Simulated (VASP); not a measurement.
A run of VASP 6.6.1 is set up as follows.

File INCAR:

```
SYSTEM = PbS
  ALGO = Normal
  EDIFF = 1E-6
  ENCUT = 520
  GGA = PE
  ISIF = 2
  ISMEAR = 0
  IVDW = 12
  LASPH = .True.
  LCHARG = .False.
  LREAL = .False.
  LWAVE = .False.
  NBANDS = 17
  NELM = 80
  PREC = Accurate
  SIGMA = 0.03
```

The input KPOINTS:

```
k-points
0
Gamma
  10 10 10
  0 0 0
```

File POSCAR:

```
PbS
1.0
    0.0000000000      2.8908750000      2.8908750000
    2.8908750000      0.0000000000      2.8908750000
    2.8908750000      2.8908750000      0.0000000000
Pb S
1 1
Direct
    0.0000000000      0.0000000000      0.0000000000
    0.5000000000      0.5000000000      0.5000000000
```

Potentials or basis: VASP PAW PBE potentials, release 64 (Pb_d, S).

The run is started by

```bash
$ cat potpaw_PBE.64/Pb_d/POTCAR potpaw_PBE.64/S/POTCAR > POTCAR
$ mpirun -np 1 vasp_std > vasp.out
```

(1) What does it give for the pressure?

(2) Predict the band gap on the k mesh.

## Answers

(1) 5.2 GPa.

(2) 0.05 eV.

Caveat: the cell differs from its parent crystal (strain -0.025 along x and y, -0.025 along z); the cell stands under pressure; spin-orbit coupling is left out, which moves the levels of the heavy elements.
